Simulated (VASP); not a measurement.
# C in VASP: notebook

The runs below take C through single point, with PBE+D3(BJ).

Program: VASP 6.6.1. These are calculated values, not measurements. Logs are shortened: lines on timing, memory, paths and dates and some standing lists are left out, and cuts for length are marked.

### 1 The cell of the first run

The cell holds a slab with vacuum, 4 atoms: a = 2.466 Å, b = 2.466 Å, c = 17.500 Å, α = 90.00°, β = 90.00°, γ = 120.00°.

### 2 Single point, PBE+D3(BJ) (layers slid over each other)

Input file INCAR:

```
SYSTEM = C
PREC = Accurate
ENCUT = 520
EDIFF = 1E-7
ISMEAR = 0
SIGMA = 0.1
LREAL = .False.
LASPH = .True.
NELM = 80
ALGO = Normal
ISIF = 2
LWAVE = .False.
LCHARG = .False.
LDIPOL = .True.
IDIPOL = 3
DIPOL = 0.5 0.5 0.356
GGA = PE
IVDW = 12
NBANDS = 16
```

Input file KPOINTS:

```
Automatic mesh
0
Gamma
  15 15 1
  0 0 0
```

Input file POSCAR:

```
C
1.0
    2.4656524409      0.0000000000      0.0000000000
   -1.2328262205      2.1353176508      0.0000000000
    0.0000000000      0.0000000000     17.5000663883
C
4
Direct
    0.6666666667      0.3333333333      0.2571437784
    0.3333333333      0.6666666667      0.2571418816
    0.6666666667      0.6666666667      0.4548592109
    1.0000000000      0.3333333333      0.4548573141
```

Potentials or basis: VASP PAW PBE potentials, release 64 (C).

Command:

```console
cat potpaw_PBE.64/C/POTCAR > POTCAR
mpirun -np 1 vasp_std > vasp.out
```

OUTCAR:

```text
SYSTEM = C
   PREC = Accurate
   ENCUT = 520
   EDIFF = 1E-7
   ISMEAR = 0
   LREAL = .False.
   LASPH = .True.
   NELM = 80
   ISIF = 2
   GGA = PE
   IVDW = 12
 IVDW          = 12

 ion  position               nearest neighbor table
   1  0.667  0.333  0.257-   2 1.42   2 1.42   2 1.42
   2  0.333  0.667  0.257-   1 1.42   1 1.42   1 1.42
   3  0.667  0.667  0.455-   4 1.42   4 1.42   4 1.42
   4  0.000  0.333  0.455-   3 1.42   3 1.42   3 1.42

  LATTYP: Found a hexagonal cell.
 ALAT       =     2.4656524409
 C/A-ratio  =     7.0975398227

  Lattice vectors:

 A1 = (   2.4656524409,   0.0000000000,   0.0000000000)
 A2 = (  -1.2328262205,   2.1353176508,   0.0000000000)
 A3 = (   0.0000000000,   0.0000000000,  17.5000663883)

Analysis of symmetry for initial positions (statically):
=====================================================================
 Subroutine PRICEL returns:
 Original cell was already a primitive cell.

 Routine SETGRP: Setting up the symmetry group for a
 hexagonal supercell.

 Subroutine GETGRP returns: Found  4 space group operations
 (whereof  2 operations were pure point group operations)
 out of a pool of 24 trial point group operations.

The static configuration has the point symmetry C_1h.
 The point group associated with its full space group is C_2h.

Analysis of symmetry for dynamics (positions and initial velocities):
=====================================================================
 Subroutine PRICEL returns:
 Original cell was already a primitive cell.

 Routine SETGRP: Setting up the symmetry group for a
 hexagonal supercell.

 Subroutine GETGRP returns: Found  4 space group operations
 (whereof  2 operations were pure point group operations)
 out of a pool of 24 trial point group operations.

The dynamic configuration has the point symmetry C_1h.
 The point group associated with its full space group is C_2h.

 Subroutine INISYM returns: Found  4 space group operations
 (whereof  2 operations are pure point group operations),
 and found     1 'primitive' translations

----------------------------------------------------------------------------------------

                                     Primitive cell

  volume of cell :      92.1370

  direct lattice vectors                    reciprocal lattice vectors
     2.465652441  0.000000000  0.000000000     0.405572166  0.234157199  0.000000000
[... 98 lines left out ...]
   POTIM  = 0.5000    time-step for ionic-motion
   TEBEG  =    0.0;   TEEND  =   0.0 temperature during run
   PSTRESS=    0.0 pullay stress
   NELECT =      16.0000    total number of electrons
   NUPDOWN=      -1.0000    fix difference up-down
   EMIN   =  10.00;   EMAX   =-10.00  energy-range for DOS
   EFERMI =   0.00;   METHOD = LEGACY
   ISMEAR =     0;   SIGMA  =   0.10  broadening in eV -4-tet -1-fermi 0-gaus
   EFERMI_NEDOS =   21; number of points for ismear=-14 and -15
   IALGO  =     38    algorithm
   IMIX   =      4    mixing-type and parameters
     AMIX     =   0.40;   BMIX     =  1.00
     AMIX_MAG =   1.60;   BMIX_MAG =  1.00
  volume/ion in A,a.u.               =      23.03       155.44
  Fermi-wavevector in a.u.,A,eV,Ry     =   0.913349  1.725980 11.350070  0.834207
  Thomas-Fermi vector in A             =   2.037850
   LORBIT       =      0    0 simple, 1 ext, 2 COOP (PROOUT), +10 PAW based schemes
   GGA     = PE    functional components
   LHFCALC =     F    Hartree Fock is set to
   AEXX    =    0.0000 exact exchange contribution
   IVDW    =    12    specifies the selected vdW correction
   LEPSILON=     F    determine dielectric tensor
   LRPA    =     F    only Hartree local field effects (RPA)
 non-spin polarized calculation
 Gauss-broadening in eV      SIGMA  =   0.10
  energy-cutoff  :      520.00
  volume of cell :       92.14
 maximum number of plane-waves:      2516
   NGX =  9   NGY =  9   NGZ = 65

 dipolmoment           0.000000      0.000000      0.000195 electrons x Angstroem

 number of electron      15.9999996 magnetization

 dipolmoment           0.000000      0.000000     -0.000130 electrons x Angstroem

 Free energy of the ion-electron system (eV)
  ---------------------------------------------------
  ext. energy  EPLUGINS =         0.00000000
  ---------------------------------------------------
  free energy    TOTEN  =       -36.87806294 eV

  energy without entropy =      -36.87798757  energy(sigma->0) =      -36.87802526

 E-fermi :  -0.8328     XC(G=0):  -4.4519

 val. band max:       -0.9938860400   @ k =   0.3333   0.3333   0.0000
 cond. band min:      -0.6717528691   @ k =   0.3333   0.3333   0.0000
 fundamental gap:      0.3221331709
 Fermi energy:        -0.8327740797

 k-point     1 :       0.0000    0.0000    0.0000
  band No.  band energies     occupation
      1     -20.4064      2.00000
      2     -20.2880      2.00000
      3      -8.8529      2.00000
      4      -8.0189      2.00000
      5      -3.8674      2.00000
      6      -3.8671      2.00000
[... 433 lines left out ...]
      3      -9.5799      2.00000
      4      -9.5349      2.00000
      5      -6.6767      2.00000
      6      -6.6608      2.00000
[... 8 lines left out ...]
     15       7.5008      0.00000
     16       8.5008      0.00000

 [... further k-points ...]

------------------------ aborting loop because EDIFF is reached ----------------------------------------

 vacuum level on the upper side and lower side of the slab       (xc-potential included)        -0.049        -0.044

 Edisp (eV)   -0.46945

 E8    (eV) :    -0.1399

  FORCE on cell =-STRESS in cart. coord.  units (eV):
  Direction    XX          YY          ZZ          XY          YZ          ZX
  --------------------------------------------------------------------------------------
  -------------------------------------------------------------------------------------
  Total       0.13220     0.10020    -0.02755    -0.00000     0.00000     0.04846
  in kB       2.29892     1.74240    -0.47901    -0.00000     0.00000     0.84259
  external pressure =        1.19 kB  Pullay stress =        0.00 kB

 VOLUME and BASIS-vectors are now :
 -----------------------------------------------------------------------------
  energy-cutoff  :      520.00
  volume of cell :       92.14
      direct lattice vectors                 reciprocal lattice vectors
     2.465652441  0.000000000  0.000000000     0.405572166  0.234157199  0.000000000
    -1.232826221  2.135317651  0.000000000     0.000000000  0.468314398  0.000000000
     0.000000000  0.000000000 17.500066388     0.000000000  0.000000000  0.057142640

 POSITION                                       TOTAL-FORCE (eV/Angst)
 -----------------------------------------------------------------------------------
      1.23283      0.71177      4.50003        -0.007001      0.001275      0.000393
     -0.00000      1.42355      4.50000        -0.007001     -0.001275      0.000393
      0.82188      1.42355      7.96007         0.007001     -0.001275     -0.000393
     -0.41094      0.71177      7.96003         0.007001      0.001275     -0.000393
 -----------------------------------------------------------------------------------
    total drift:                               -0.000003      0.000005     -0.029616

  FREE ENERGIE OF THE ION-ELECTRON SYSTEM (eV)
  ---------------------------------------------------
  free  energy   TOTEN  =       -37.3475137570 eV

  energy  without entropy=      -37.3474383862  energy(sigma->0) =      -37.34747607

 vacuum level on the upper side and lower side of the slab         3.393         3.399
```

OSZICAR:

```text
N       E                     dE             d eps       ncg     rms          rms(c)
DAV:   1     0.868437322341E+02    0.86844E+02   -0.66635E+03  2056   0.809E+02
DAV:   2    -0.308269796933E+02   -0.11767E+03   -0.10527E+03  2872   0.192E+02
DAV:   3    -0.391938732241E+02   -0.83669E+01   -0.82765E+01  2696   0.538E+01
[... 13 lines left out ...]
DAV:  17    -0.368780602202E+02   -0.16945E-04   -0.13136E-06  2208   0.488E-03    0.117E-03
DAV:  18    -0.368780624952E+02   -0.22750E-05   -0.78895E-08  2088   0.142E-03    0.429E-04
DAV:  19    -0.368780627739E+02   -0.27866E-06   -0.63982E-09  1856   0.472E-04    0.616E-05
DAV:  20    -0.368780629379E+02   -0.16404E-06   -0.38358E-09  1688   0.278E-04    0.346E-05
DAV:  21    -0.368780629413E+02   -0.33435E-08   -0.44815E-10  1856   0.121E-04
   1 F= -.37347514E+02 E0= -.37347476E+02  d E =-.753708E-04
```

stdout:

```text
POSCAR found type information on POSCAR C
 POSCAR found :  1 types and       4 ions
 scaLAPACK will be used
 LDA part: xc-table for (Slater+PW92), standard interpolation
 POSCAR, INCAR and KPOINTS ok, starting setup
 FFT: planning ... GRIDC
 FFT: planning ... GRID_SOFT
 FFT: planning ... GRID
 WAVECAR not read
 entering main loop
```

It took 3.3 min on 1 thread of Intel Xeon 8259CL, shared host; peak memory 0.24 GiB.

Results:

```yaml
Free_energy: -37.3475 eV
Largest_force: 0.007 eV/Å
Dispersion_energy_per_atom: -0.117 eV
```

Forces on the atoms (eV/Å):
```
C   -0.007  0.001  0.000
C   -0.007 -0.001  0.000
C    0.007 -0.001  0.000
C    0.007  0.001  0.000
```

Caveat: the cell differs from its parent crystal (layers slid over each other).

### 3 Single point, PBE+D3(BJ) (layers slid over each other)

Input file INCAR:

```
SYSTEM = C
PREC = Accurate
ENCUT = 520
EDIFF = 1E-6
ISMEAR = 0
SIGMA = 0.1
LREAL = .FALSE.
LASPH = .TRUE.
NELM = 60
ALGO = Normal
ISIF = 2
LWAVE = .FALSE.
LCHARG = .TRUE.
LDIPOL = .TRUE.
IDIPOL = 3
DIPOL = 0.5 0.5 0.356
GGA = PE
IVDW = 12
LELF = .TRUE.
LVHAR = .TRUE.
LVACPOTAV = .TRUE.
NBANDS = 16
```

Input file KPOINTS:

```
Automatic mesh
0
G
  15 15 1
  0 0 0
```

POSCAR, as its differences from that of step 2:

```diff
@@ -10,3 +10,3 @@
     0.3333333333      0.6666666667      0.2571418816
-    0.6666666667      0.6666666667      0.4548592109
-    1.0000000000      0.3333333333      0.4548573141
+    0.6666666667      0.8333333333      0.4548592109
+    1.0000000000      0.5000000000      0.4548573141
```

Potentials or basis: VASP PAW PBE potentials, release 64 (C).

Command:

```console
cat potpaw_PBE.64/C/POTCAR > POTCAR
mpirun -np 1 vasp_std > vasp.out
```

Run time: 2.6 min. Hardware: 1 thread of Intel Xeon 8259CL, shared host; peak memory 0.24 GiB.

Results (log left out):

| Quantity | Value |
| --- | --- |
| Free energy | -37.3459 eV |
| Largest force | 0.009 eV/Å |
| Dispersion energy per atom | -0.117 eV |

Forces in eV/Å, atoms in the order of the input:
```
C   -0.007 -0.004 -0.005
C   -0.008 -0.004 -0.001
C    0.007  0.004  0.005
C    0.008  0.004  0.001
```

Caveat: the cell differs from its parent crystal (layers slid over each other).

### 4 Single point, PBE+D3(BJ) (layers slid over each other)

Input file INCAR:

```
SYSTEM = C
PREC = Accurate ; ENCUT = 520
EDIFF = 1E-6 ; ISMEAR = 0
SIGMA = 0.1 ; LREAL = .False.
LASPH = .True. ; NELM = 80
ALGO = Normal ; ISIF = 2
LWAVE = .False. ; LCHARG = .True.
LDIPOL = .True. ; IDIPOL = 3
DIPOL = 0.5 0.5 0.356 ; GGA = PE
IVDW = 12 ; LELF = .True.
LVHAR = .True. ; LVACPOTAV = .True.
NBANDS = 16
```

Input file KPOINTS:

```
Automatic mesh
0
Gamma
  15 15 1
  0 0 0
```

POSCAR, as its differences from that of step 3:

```diff
@@ -10,3 +10,3 @@
     0.3333333333      0.6666666667      0.2571418816
-    0.6666666667      0.8333333333      0.4548592109
-    1.0000000000      0.5000000000      0.4548573141
+    1.1666666667      0.6666666667      0.4548592109
+    1.5000000000      0.3333333333      0.4548573141
```

Command:

```console
cat potpaw_PBE.64/C/POTCAR > POTCAR
mpirun -np 1 vasp_std > vasp.out
```

Wall time 2.9 min (1 thread of Intel Xeon 8259CL, shared host); peak memory 0.24 GiB.

The run converged. Its results:

```
Free energy                : -37.3407 eV
Largest force              : 0.015 eV/Å
Dispersion energy per atom : -0.117 eV
```

Forces in eV/Å, atoms in the order of the input:
```
C    0.008  0.000 -0.013
C    0.008  0.000 -0.013
C   -0.008  0.000  0.013
C   -0.008  0.000  0.013
```

Caveat: the cell differs from its parent crystal (layers slid over each other).

### 5 Overview

| cell | largest force (eV/Å) |
| --- | --- |
| as given, atomic positions A | 0.01 |
| as given, atomic positions B | 0.01 |
| as given, atomic positions C | 0.01 |

Alike in all rows: task single point; level PBE+D3(BJ); potentials or basis VASP PAW PBE potentials, release 64 (C); no spin polarisation; k mesh 15 × 15 × 1; cutoff (eV) 520; smearing gaussian 0.1 eV.

Total energies depend on the potentials used, so only differences within one code and one set of settings carry meaning.
